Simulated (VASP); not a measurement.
A run of VASP 6.6.1 is set up as follows.

The input INCAR:

```
SYSTEM = Li3Au
  PREC = Accurate
  ENCUT = 520
  EDIFF = 1E-8
  ISMEAR = -1
  SIGMA = 0.15
  LREAL = .FALSE.
  LASPH = .TRUE.
  NELM = 80
  ALGO = Normal
  ISIF = 2
  LWAVE = .FALSE.
  LCHARG = .TRUE.
  IBRION = 8
  NSW = 1
```

Contents of KPOINTS:

```
Automatic mesh
0
G
  12 12 12
  0 0 0
```

Contents of POSCAR:

```
Li3Au
1.0
    0.0000000000      2.9533270469      2.9533270469
    2.9533270469      0.0000000000      2.9533270469
    2.9533270469      2.9533270469      0.0000000000
Li Au
3 1
Direct
    0.2500000000      0.2500000000      0.2500000000
    0.7500000000      0.7500000000      0.7500000000
    0.5000000000      0.5000000000      0.5000000000
    0.0000000000      0.0000000000      0.0000000000
```

Potentials or basis: VASP PAW LDA potentials, release 64 (Li_sv, Au).

The run is started by

```sh
$ cat potpaw_LDA.64/Li_sv/POTCAR potpaw_LDA.64/Au/POTCAR > POTCAR
$ mpirun -np 1 vasp_std > vasp.out
```

**Question.** What does it give for the highest phonon frequency at Γ?

**Answer.** 445 cm⁻¹.

Phonon frequencies in cm⁻¹ (negative: imaginary):
```tsv
q point	frequencies
(0.000, 0.000, 0.000)	-2 -2 -2 236 236 236 432 432 432 445 445 445
```

Caveat: the cell stands under pressure or tension, which shifts response properties.
